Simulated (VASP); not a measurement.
# NiO in VASP: settings compared

NiO is run at these levels: PBE, HSE06, PBEsol-based screened hybrid with 25 % exact exchange; tasks: single point, relaxation of cell and atoms.

All numbers are computed with VASP 6.6.1; they aren't measurements. Logs are shortened: lines on timing, memory, paths and dates and some standing lists are left out, and cuts for length are marked.

### 1 The cell of the first run

The typed cell holds 2 atoms: a = 3.229 Å, b = 3.229 Å, c = 3.229 Å, α = 60.00°, β = 60.00°, γ = 60.00°.

### 2 Single point, PBE, collinear spin, ferromagnetic start (atoms moved at random)

File INCAR:

```
SYSTEM = NiO
ALGO = Normal
EDIFF = 1E-7
ENCUT = 520
GGA = PE
ISIF = 2
ISMEAR = -1
ISPIN = 2
LASPH = .True.
LCHARG = .False.
LMAXMIX = 4
LORBIT = 11
LREAL = .False.
LUSENCCL = .False.
LWAVE = .False.
MAGMOM = 1 0
NBANDS = 19
NELM = 150
PREC = Accurate
SIGMA = 0.05
```

File KPOINTS:

```
k-points
0
Gamma
  10 10 10
  0 0 0
```

File POSCAR:

```
NiO
1.0
    0.0000000000      2.2835484600      2.2835484600
    2.2835484600      0.0000000000      2.2835484600
    2.2835484600      2.2835484600      0.0000000000
Ni O
1 1
Direct
    0.0032560000     -0.0004130000      0.0019280000
    0.2403400000      0.2394800000      0.2711080000
```

Potentials or basis: VASP PAW PBE potentials, release 64 (Ni, O).

On the command line:

```
$ cat potpaw_PBE.64/Ni/POTCAR potpaw_PBE.64/O/POTCAR > POTCAR
$ mpirun -np 1 vasp_std > vasp.out
```

OUTCAR:

```text
SYSTEM = NiO
   EDIFF = 1E-7
   ENCUT = 520
   GGA = PE
   ISIF = 2
   ISMEAR = -1
   ISPIN = 2
   LASPH = .True.
   LORBIT = 11
   LREAL = .False.
   NELM = 150
   PREC = Accurate

 ion  position               nearest neighbor table
   1  0.003  1.000  0.002-   2 1.93   2 1.97   2 2.00   2 2.01
   2  0.240  0.239  0.271-   1 1.93   1 1.97   1 2.00   1 2.01

  LATTYP: Found a face centered cubic cell.
 ALAT       =     4.5670969200

  Lattice vectors:

 A1 = (   0.0000000000,   2.2835484600,   2.2835484600)
 A2 = (   2.2835484600,   0.0000000000,   2.2835484600)
 A3 = (   2.2835484600,   2.2835484600,   0.0000000000)

Analysis of symmetry for initial positions (statically):
=====================================================================
 Subroutine PRICEL returns:
 Original cell was already a primitive cell.

 Routine SETGRP: Setting up the symmetry group for a
 face centered cubic supercell.

 Subroutine GETGRP returns: Found  1 space group operations
 (whereof  1 operations were pure point group operations)
 out of a pool of 48 trial point group operations.

The static configuration has the point symmetry C_1 .

Analysis of symmetry for dynamics (positions and initial velocities):
=====================================================================
 Subroutine PRICEL returns:
 Original cell was already a primitive cell.

 Routine SETGRP: Setting up the symmetry group for a
 face centered cubic supercell.

 Subroutine GETGRP returns: Found  1 space group operations
 (whereof  1 operations were pure point group operations)
 out of a pool of 48 trial point group operations.

The dynamic configuration has the point symmetry C_1 .

Analysis of structural, dynamic, and magnetic symmetry:
=====================================================================
 Subroutine PRICEL returns:
 Original cell was already a primitive cell.

 Routine SETGRP: Setting up the symmetry group for a
 face centered cubic supercell.

 Subroutine GETGRP returns: Found  1 space group operations
 (whereof  1 operations were pure point group operations)
 out of a pool of 48 trial point group operations.

The overall configuration has the point symmetry C_1 .

 Subroutine INISYM returns: Found  1 space group operations
 (whereof  1 operations are pure point group operations),
 and found     1 'primitive' translations

----------------------------------------------------------------------------------------

                                     Primitive cell

  volume of cell :      23.8156

  direct lattice vectors                    reciprocal lattice vectors
     0.000000000  2.283548460  2.283548460    -0.218957473  0.218957473  0.218957473
     2.283548460  0.000000000  2.283548460     0.218957473 -0.218957473  0.218957473
     2.283548460  2.283548460  0.000000000     0.218957473  0.218957473 -0.218957473

  length of vectors
     3.229425202  3.229425202  3.229425202     0.379245468  0.379245468  0.379245468

  position of ions in fractional coordinates (direct lattice)
     0.003256000  0.999587000  0.001928000
     0.240340000  0.239480000  0.271108000

  ion indices of the primitive-cell ions
   primitive index   ion index
                 1           1
                 2           2

----------------------------------------------------------------------------------------

 KPOINTS: k-points

Automatic generation of k-mesh.
 Grid dimensions read from file:
 generate k-points for:   10   10   10

 Generating k-lattice:

  Cartesian coordinates                     Fractional coordinates (reciprocal lattice)
    -0.021895747  0.021895747  0.021895747     0.100000000  0.000000000  0.000000000
     0.021895747 -0.021895747  0.021895747     0.000000000  0.100000000  0.000000000
     0.021895747  0.021895747 -0.021895747     0.000000000  0.000000000  0.100000000

  Length of vectors
     0.037924547  0.037924547  0.037924547

  Shift w.r.t. Gamma in fractional coordinates (k-lattice)
     0.000000000  0.000000000  0.000000000

 Subroutine IBZKPT returns following result:
 ===========================================

 Found    504 irreducible k-points:

 Following reciprocal coordinates:
            Coordinates               Weight
  0.000000  0.000000  0.000000      1.000000
  0.100000  0.000000  0.000000      2.000000
  0.000000  0.100000  0.000000      2.000000
  0.000000  0.000000  0.100000      2.000000
  0.100000  0.100000  0.100000      2.000000
  0.200000  0.000000  0.000000      2.000000
[... 16 lines left out ...]
  0.000000  0.100000  0.100000      2.000000
  0.100000  0.000000  0.100000      2.000000
 [... further k-points ...]
   k-points           NKPTS =    504   k-points in BZ     NKDIM =    504   number of bands    NBANDS=     19
   number of dos      NEDOS =    301   number of ions     NIONS =      2
   total plane-waves  NPLWV =  13824
   dimension x,y,z NGX =    24 NGY =   24 NGZ =   24
   dimension x,y,z NGXF=    48 NGYF=   48 NGZF=   48
[... 34 lines left out ...]
  volume/ion in A,a.u.               =      11.91        80.36
  Fermi-wavevector in a.u.,A,eV,Ry     =   1.433820  2.709527 27.971393  2.055839
  Thomas-Fermi vector in A             =   2.553296
   LORBIT       =     11    0 simple, 1 ext, 2 COOP (PROOUT), +10 PAW based schemes
   GGA     = PE    functional components
   LHFCALC =     F    Hartree Fock is set to
   AEXX    =    0.0000 exact exchange contribution
   IVDW    =     0    specifies the selected vdW correction
   LEPSILON=     F    determine dielectric tensor
   LRPA    =     F    only Hartree local field effects (RPA)
 spin polarized calculation
  energy-cutoff  :      520.00
  volume of cell :       23.82
 maximum number of plane-waves:       656
   NGX = 13   NGY = 13   NGZ = 13

 number of electron      15.9999994 magnetization       1.9662532

 Free energy of the ion-electron system (eV)
  ---------------------------------------------------
  ext. energy  EPLUGINS =         0.00000000
  ---------------------------------------------------
  free energy    TOTEN  =       -11.56324896 eV

  energy without entropy =      -11.54870141  energy(sigma->0) =      -11.55597518

 E-fermi :   4.9266     XC(G=0): -10.9236

 val. band max:        4.9244605278   @ k =   0.0000   0.0000   0.0000
 cond. band min:       4.9291640550   @ k =   0.4000   0.0000   0.5000
 fundamental gap:      0.0047035272
 Fermi energy:         4.9265596253

 spin component 1

 k-point     1 :       0.0000    0.0000    0.0000
  band No.  band energies     occupation
      1     -14.6125      1.00000
      2      -0.8714      1.00000
      3      -0.7086      1.00000
      4      -0.5964      1.00000
      5       2.5767      1.00000
      6       2.5835      1.00000
[... 11 lines left out ...]
     18      27.3665      0.00000
     19      27.3818      0.00000

 k-point     2 :       0.1000    0.0000    0.0000
  band No.  band energies     occupation
      1     -14.5597      1.00000
      2      -0.8579      1.00000
      3      -0.7599      1.00000
      4      -0.6407      1.00000
      5       2.5623      1.00000
      6       2.5706      1.00000
[... 476 lines left out ...]
 k-point    24 :       0.1000    0.0000    0.1000
  band No.  band energies     occupation
      1     -14.5415      1.00000
      2      -0.9645      1.00000
      3      -0.6734      1.00000
      4      -0.6211      1.00000
      5       2.5055      1.00000
      6       2.6053      1.00000
[... 11 lines left out ...]
     18      27.5372      0.00000
     19      28.5213      0.00000

 [... further k-points ...]

 spin component 2

 k-point     1 :       0.0000    0.0000    0.0000
  band No.  band energies     occupation
      1     -13.9851      1.00000
      2       0.1483      1.00000
      3       0.3372      1.00000
      4       0.4603      1.00000
      5       3.6496      1.00000
      6       3.6546      1.00000
[... 11 lines left out ...]
     18      27.6048      0.00000
     19      27.6212      0.00000

 k-point     2 :       0.1000    0.0000    0.0000
  band No.  band energies     occupation
      1     -13.9285      1.00000
      2       0.1367      1.00000
      3       0.2386      1.00000
      4       0.3959      1.00000
      5       3.6407      1.00000
      6       3.6506      1.00000
[... 476 lines left out ...]
 k-point    24 :       0.1000    0.0000    0.1000
  band No.  band energies     occupation
      1     -13.9090      1.00000
      2      -0.0118      1.00000
      3       0.3519      1.00000
      4       0.4064      1.00000
      5       3.5981      1.00000
      6       3.6796      1.00000
[... 11 lines left out ...]
     18      27.7701      0.00000
     19      28.7860      0.00000

 [... further k-points ...]
[... 5 lines left out ...]
  --------------------------------------------------------------------------------------
  -------------------------------------------------------------------------------------
  Total       -1.0093614     -1.0058381     -1.0457700      0.2728616     -0.1222218     -0.0971287
  in kB      -67.9041935    -67.6671622    -70.3535585     18.3566003     -8.2223986     -6.5342769
  external PRESSURE =     -68.6416381 kB  Pullay stress =       0.0000000 kB

 VOLUME and BASIS-vectors are now :
 -----------------------------------------------------------------------------
  energy-cutoff  :      520.00
  volume of cell :       23.82
      direct lattice vectors                 reciprocal lattice vectors
     0.000000000  2.283548460  2.283548460    -0.218957473  0.218957473  0.218957473
     2.283548460  0.000000000  2.283548460     0.218957473 -0.218957473  0.218957473
     2.283548460  2.283548460  0.000000000     0.218957473  0.218957473 -0.218957473

 POSITION                                       TOTAL-FORCE (eV/Angst)
 -----------------------------------------------------------------------------------
      2.28701      0.01184      2.29004         0.145781      0.116076     -0.318789
      1.16595      1.16792      1.09569        -0.145781     -0.116076      0.318789
 -----------------------------------------------------------------------------------
    total drift:                                0.000077      0.000510      0.000133

  FREE ENERGIE OF THE ION-ELECTRON SYSTEM (eV)
  ---------------------------------------------------
  free  energy   TOTEN  =       -11.5632489554 eV

  energy  without entropy=      -11.5487014119  energy(sigma->0) =      -11.55597518

 total charge

# of ion       s       p       d       tot
------------------------------------------
    1        0.361   0.429   8.210   9.001
    2        1.556   3.392   0.000   4.947
--------------------------------------------------
tot          1.917   3.821   8.210  13.948

 magnetization (x)

# of ion       s       p       d       tot
------------------------------------------
    1        0.004   0.036   1.492   1.532
    2        0.016   0.357   0.000   0.373
--------------------------------------------------
tot          0.020   0.393   1.492   1.905
```

It took 19 min on 1 × NVIDIA H100 80GB with 1 thread of Intel Xeon Platinum 8481C at 2.70GHz (Sapphire Rapids), shared host; peak memory 1.4 GiB.

Results:

| Item | Value |
| --- | --- |
| Free energy | -11.5632 eV |
| Pressure | -6.9 GPa |
| Largest force | 0.369 eV/Å |
| Band gap on the k mesh | zero (filled and empty bands overlap) |
| Net moment | 1.97 μB per cell |
| Site moments | Ni +1.53; O +0.37 μB |
| Valence electrons inside the program's atomic spheres | Ni 9.00; O 4.95 |

Forces in eV/Å, atoms in the order of the input:
```
Ni   0.146  0.116 -0.319
O   -0.146 -0.116  0.319
```

Stress tensor (GPa, compression positive):
```
-6.79  1.84 -0.65
 1.84 -6.77 -0.82
-0.65 -0.82 -7.04
```

Caveat: the cell differs from its parent crystal (atoms moved at random); the cell stands under tension; a cell with one magnetic atom can't hold antiferromagnetic order, which such compounds often take; semilocal functionals often make such compounds metallic where correlation or magnetic order opens a gap, which also shifts bond lengths.

### 3 Relaxation of cell and atoms, HSE06, collinear spin, ferromagnetic start

File POSCAR:

```
NiO
1.0
    0.0000000000      2.2835484600      2.2835484600
    2.2835484600      0.0000000000      2.2835484600
    2.2835484600      2.2835484600      0.0000000000
Ni O
1 1
Direct
    0.0000000000      0.0000000000      0.0000000000
    0.2500000000      0.2500000000      0.2500000000
```

File INCAR.step1:

```
PREC = Accurate
ENCUT = 600
EDIFF = 1E-5
ISMEAR = -1
SIGMA = 0.05
LREAL = False
LASPH = True
NELM = 150
ALGO = Normal
LWAVE = True
LCHARG = False
ISPIN = 2
MAGMOM = 1 0
LORBIT = 11
LMAXMIX = 4
GGA = PE
NBANDS = 19
```

File INCAR.step2:

```
PREC = Accurate
ENCUT = 600
EDIFF = 1E-6
ISMEAR = -1
SIGMA = 0.05
LREAL = False
LASPH = True
NELM = 150
ALGO = Normal
ISIF = 3
LWAVE = False
LCHARG = False
ISPIN = 2
MAGMOM = 1 0
LORBIT = 11
LMAXMIX = 4
GGA = PE
LHFCALC = True
HFSCREEN = 0.2079
PRECFOCK = Normal
IBRION = 2
NSW = 60
EDIFFG = -0.01
ISTART = 1
```

File KPOINTS:

```
regular mesh
0
Gamma
  5 5 5
```

Potentials or basis: VASP PAW PBE potentials, release 64 (Ni, O).

On the command line:

```
$ cat potpaw_PBE.64/Ni/POTCAR potpaw_PBE.64/O/POTCAR > POTCAR
$ cp INCAR.step1 INCAR
$ mpirun -np 1 vasp_std > vasp.out
$ cp INCAR.step2 INCAR
$ mpirun -np 1 vasp_std > vasp.out
```

Run time: 1.6 h. Hardware: 1 thread of Oxide Virtual Turin-like, shared host; peak memory 0.26 GiB.

The run converged. Its results:

```
Free energy                                           : -15.0806 eV
Relaxed volume                                        : 10.99 Å³/atom
Relaxed cell                                          : a = 3.144 Å, b = 3.144 Å, c = 3.144 Å, α = 60.00°, β = 60.00°, γ = 60.00°
Space group after relaxing (to 0.1 Å)                 : F-43m (No. 216)
Energy gained by relaxing                             : 34.7 meV/atom
Ionic steps                                           : 3
Pressure after relaxing                               : -0.1 GPa
Band gap on the k mesh                                : zero (filled and empty bands overlap)
Net moment                                            : 2.00 μB per cell
Site moments                                          : Ni +1.65; O +0.34 μB
Valence electrons inside the program's atomic spheres : Ni 9.12; O 5.04
```

Step by step:
| step | energy change (eV) | largest force (eV/Å) | pressure (GPa) | volume (Å³) |
| --- | --- | --- | --- | --- |
| 1 | 0.0000 | 0.0000 | -11.19 | 23.82 |
| 2 | -0.0473 | 0.0000 | 7.96 | 21.06 |
| 3 | -0.0695 | 0.0000 | -0.14 | 21.98 |

Final structure:
```
Ni O
1.0
     0.00000    2.22345    2.22345
     2.22345    0.00000    2.22345
     2.22345    2.22345    0.00000
Ni O
1 1
Direct
  0.00000 0.00000 0.00000
  0.25000 0.25000 0.25000
```

Levels at points of the mesh, in eV from the Fermi level:
Spin up:
```
           k point  band 6  band 7  band 8  band 9  band 10  band 11  band 12  band 13
(0.00, 0.00, 0.00)   -5.82   -2.33   -2.33   -2.33     0.42    14.73    14.73    14.73
```
Spin down:
| k point | band 3 | band 4 | band 5 | band 6 | band 7 | band 8 | band 9 | band 10 | band 11 | band 12 |
| --- | --- | --- | --- | --- | --- | --- | --- | --- | --- | --- |
| (0.00, 0.00, 0.00) | -6.67 | -6.67 | -4.50 | -4.49 | 0.51 | 2.35 | 2.35 | 2.35 | 14.94 | 14.94 |

Caveat: the k points lie up to 0.49 Å⁻¹ apart in the final cell, too coarse for converged energies and pressures of a metal; the PAW data sets were made with another functional, which shifts forces and pressure a little; a cell with one magnetic atom can't hold antiferromagnetic order, which such compounds often take.

### 4 Relaxation of cell and atoms, PBEsol-based screened hybrid with 25 % exact exchange, collinear spin, ferromagnetic start

POSCAR is that of step 3.

File INCAR.step1:

```
PREC = Accurate ; ENCUT = 600
EDIFF = 1E-5 ; ISMEAR = -1
SIGMA = 0.05 ; LREAL = False
LASPH = True ; NELM = 150
ALGO = Normal ; LWAVE = True
LCHARG = False ; ISPIN = 2
MAGMOM = 1 0 ; LORBIT = 11
LMAXMIX = 4 ; GGA = PE
NBANDS = 19
```

File INCAR.step2:

```
PREC = Accurate ; ENCUT = 600
EDIFF = 1E-6 ; ISMEAR = -1
SIGMA = 0.05 ; LREAL = False
LASPH = True ; NELM = 150
ALGO = Normal ; ISIF = 3
LWAVE = False ; LCHARG = False
ISPIN = 2 ; MAGMOM = 1 0
LORBIT = 11 ; LMAXMIX = 4
GGA = PS ; LHFCALC = True
AEXX = 0.25 ; HFSCREEN = 0.207
PRECFOCK = Normal ; IBRION = 2
NSW = 60 ; EDIFFG = -0.01
ISTART = 1
```

KPOINTS is that of step 3.

On the command line:

```
$ cat potpaw_PBE.64/Ni/POTCAR potpaw_PBE.64/O/POTCAR > POTCAR
$ cp INCAR.step1 INCAR
$ mpirun -np 1 vasp_std > vasp.out
$ cp INCAR.step2 INCAR
$ mpirun -np 1 vasp_std > vasp.out
```

Wall time 75 min (1 thread of Oxide Virtual Turin-like, shared host); peak memory 0.26 GiB.

The run converged. Its results:

```yaml
Free_energy: -15.7265 eV
Relaxed_volume: 10.64 Å³/atom
Relaxed_cell: a = 3.111 Å, b = 3.111 Å, c = 3.111 Å, α = 60.00°, β = 60.00°, γ = 60.00°
Space_group_after_relaxing_to_0.1_Å: F-43m (No. 216)
Energy_gained_by_relaxing: 71.6 meV/atom
Ionic_steps: 3
Pressure_after_relaxing: -0.1 GPa
Band_gap_on_the_k_mesh: zero (filled and empty bands overlap)
Net_moment: 2.00 μB per cell
Site_moments: Ni +1.64; O +0.35 μB
Valence_electrons_inside_the_program's_atomic_spheres: Ni 9.20; O 5.04
```

Step by step:
```csv
step,energy change (eV),largest force (eV/Å),pressure (GPa),volume (Å³)
1,0.0000,0.0000,-16.19,23.82
2,-0.0844,0.0000,14.42,19.90
3,-0.1431,0.0000,-0.06,21.29
```

Final structure:
```xyz
2
Lattice="0.0000 2.1997 2.1997 2.1997 0.0000 2.1997 2.1997 2.1997 0.0000" Properties=species:S:1:pos:R:3 pbc="T T T"
Ni    0.0000    0.0000    0.0000
O     1.0999    1.0999    1.0999
```

Levels at points of the mesh, in eV from the Fermi level:
Spin up:
```
           k point  band 5  band 6  band 7  band 8  band 9  band 10  band 11  band 12  band 13
(0.00, 0.00, 0.00)   -5.78   -5.78   -2.18   -2.18   -2.18     0.47    14.92    14.92    14.92
```
Spin down:
```tsv
k point	band 4	band 5	band 6	band 7	band 8	band 9	band 10	band 11
(0.00, 0.00, 0.00)	-6.86	-4.38	-4.38	0.58	2.47	2.47	2.47	15.14
```

Caveat: the k points lie up to 0.49 Å⁻¹ apart in the final cell, too coarse for converged energies and pressures of a metal; the PAW data sets were made with another functional, which shifts forces and pressure a little; a cell with one magnetic atom can't hold antiferromagnetic order, which such compounds often take.

### 5 Overview

```csv
task,level,cell,k mesh,cutoff (eV),grid for exact exchange (PRECFOCK),share of exact exchange,screening parameter,gap on the mesh (eV),pressure (GPa),moment (μB),relaxed volume (Å³/atom)
single point,PBE,"as given, atomic positions A",10 × 10 × 10,520,-,-,-,none,-6.9,1.97,-
relaxation of cell and atoms,HSE06,"relaxed, atomic positions B",5 × 5 × 5,600,Normal,0.25,0.2079 1/Å,none,-0.1,2.00,10.99
relaxation of cell and atoms,PBEsol-based screened hybrid with 25 % exact exchange,"relaxed, atomic positions B",5 × 5 × 5,600,Normal,0.25,0.207 1/Å,none,-0.1,2.00,10.64
```

Alike in all rows: potentials or basis VASP PAW PBE potentials, release 64 (Ni, O); spin collinear, ferromagnetic start; smearing fermi-dirac 0.05 eV.

Caveats: some runs use coarse meshes; a cell with one magnetic atom can't hold antiferromagnetic order, which such compounds often take; the PAW data sets were made with another functional, which shifts forces and pressure a little (at least some runs); the cell stands under tension (at least some runs); semilocal functionals often make such compounds metallic where correlation or magnetic order opens a gap, which also shifts bond lengths (at least some runs).

Total energies depend on the potentials used, so only differences within one code and one set of settings carry meaning.
